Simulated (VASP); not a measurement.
Mn: single point with LDA

The system is Mn.

```
Mn
1.0
     3.81472    0.00000    0.00000
    -1.90736    3.30364    0.00000
     0.00000    0.00000    2.40523
Mn
3
Cartesian
  0.0000 0.0000 0.0000
  0.0000 2.2024 1.2026
  1.9074 1.1012 1.2026
```

- Program: VASP 6.6.1
- Task: single point
- Functional: LDA
- Potentials or basis: VASP PAW LDA potentials, release 64 (Mn_pv)
- Cutoff: 520 eV
- k mesh: 13 × 13 × 17
- Occupations: fermi-dirac, width 0.05 eV
- Spin: collinear spin, ferromagnetic start
- Starting moments: [3.0, 3.0, 3.0] μB
- Dipole correction: no
- Further INCAR settings: ALGO = Normal; EDIFF = 1e-07; NBANDS = 30

```yaml
Pressure: 0.6 GPa
Net_moment: 0.00 μB per cell
Valence_electrons_inside_the_program's_atomic_spheres: Mn 12.07, 12.20
```

Stress tensor (GPa, compression positive):
```
0.72 0.00 0.00
0.00 0.72 0.00
0.00 0.00 0.28
```

Levels at points of the mesh, in eV from the Fermi level:
Spin up:
| k point | band 16 | band 17 | band 18 | band 19 | band 20 | band 21 | band 22 | band 23 |
| --- | --- | --- | --- | --- | --- | --- | --- | --- |
| (0.00, 0.00, 0.00) | -1.78 | -1.18 | -0.58 | -0.58 | -0.15 | -0.15 | -0.02 | -0.02 |
Spin down:
```
           k point  band 17  band 18  band 19  band 20  band 21  band 22
(0.00, 0.00, 0.00)    -1.18    -0.58    -0.58    -0.15    -0.15    -0.02
```

Run time: 3.7 min on 1 thread of Intel(R) Xeon(R) Platinum 8375C CPU @ 2.90GHz (Ice Lake), with other jobs on the host, peak memory 0.31 GiB.

Caveat: the starting moments collapsed, and a magnetic state may lie lower.
